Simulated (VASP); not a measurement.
A run of VASP 6.6.1:

File INCAR:

```
SYSTEM = Ti3Al
PREC = Accurate ; ENCUT = 520
EDIFF = 1E-7 ; ISMEAR = 0
SIGMA = 0.15 ; LREAL = .False.
LASPH = .True. ; NELM = 150
ALGO = Fast ; ISIF = 2
LWAVE = .False. ; LCHARG = .True.
ISPIN = 2 ; MAGMOM = 0.2 0.2 0.2 0
LORBIT = 11 ; NUPDOWN = 0.6
LMAXMIX = 4 ; GGA = PS
LELF = .True. ; LVHAR = .True.
NBANDS = 32
```

File KPOINTS:

```
Automatic mesh
0
Gamma
  12 12 12
  0 0 0
```

The input POSCAR:

```
Ti3Al
1.0
    0.0000000000      3.3792274415      3.3792274415
    3.3792274415      0.0000000000      3.3792274415
    3.3792274415      3.3792274415      0.0000000000
Ti Al
3 1
Direct
    0.7500000000      0.7500000000      0.7500000000
    0.2500000000      0.2500000000      0.2500000000
    0.0000000000      0.0000000000      0.0000000000
    0.5000000000      0.5000000000      0.5000000000
```

Potentials or basis: VASP PAW PBE potentials, release 64 (Ti_sv, Al).

Run with:

```console
$ cat potpaw_PBE.64/Ti_sv/POTCAR potpaw_PBE.64/Al/POTCAR > POTCAR
$ mpirun -np 1 vasp_std > vasp.out
```

Hardware: 1 thread of Intel(R) Xeon(R) Platinum 8488C (Sapphire Rapids) (shared host).

How long does it take, and how much memory?

Wall time 16 min on 1 thread of Intel(R) Xeon(R) Platinum 8488C (Sapphire Rapids), with other jobs on the host, peak memory 0.4 GiB. Counts: scf iterations 48, k points 72.
